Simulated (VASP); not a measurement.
GaAs: single point with PBE

Crystal: GaAs.

```
CELL_PARAMETERS angstrom
0.00000 3.07094 2.39533
3.07094 0.00000 2.39533
3.07094 3.07094 0.00000
ATOMIC_POSITIONS crystal
Ga 0.00000 0.00000 0.00000
As 0.75000 0.75000 0.75000
```

This cell differs from its parent crystal: ratio of the length along z to the lengths across it x 0.78, volume and fractional coordinates fixed.

```json
{
 "Program": "VASP 6.6.1",
 "Task": "single point",
 "Functional": "PBE",
 "Potentials or basis": "VASP PAW PBE potentials, release 64 (Ga_d, As)",
 "Cutoff": "520 eV",
 "k mesh": "8 × 8 × 8",
 "Occupations": "gaussian, width 0.05 eV",
 "Spin": "no spin polarisation"
}
```

The pressure is 2.3 GPa and the band gap on the k mesh is zero (band 9 reaches 4.10 eV, above the bottom of band 10 at 3.96 eV).

Stress tensor (GPa, compression positive):
```
-0.39  0.00  0.00
 0.00 -0.39  0.00
 0.00  0.00  7.56
```

Levels at points of the mesh, in eV from the Fermi level:
```
           k point  band 7  band 8  band 9  band 10  band 11  band 12
(0.00, 0.00, 0.00)   -0.54   -0.54   -0.02     0.45     3.50     4.15
(0.50, 0.00, 0.00)   -6.71   -2.07   -0.63     0.19     3.69     5.78
(0.50, 0.50, 0.00)   -5.92   -3.75   -3.75     0.09     0.64     9.91
(0.50, 0.00, 0.50)   -7.37   -2.14   -1.98     1.91     2.40     7.85
```

It took 28 s on 1 thread of Intel(R) Xeon(R) 6975P-C (Granite Rapids), with other jobs on the host, peak memory 0.19 GiB.
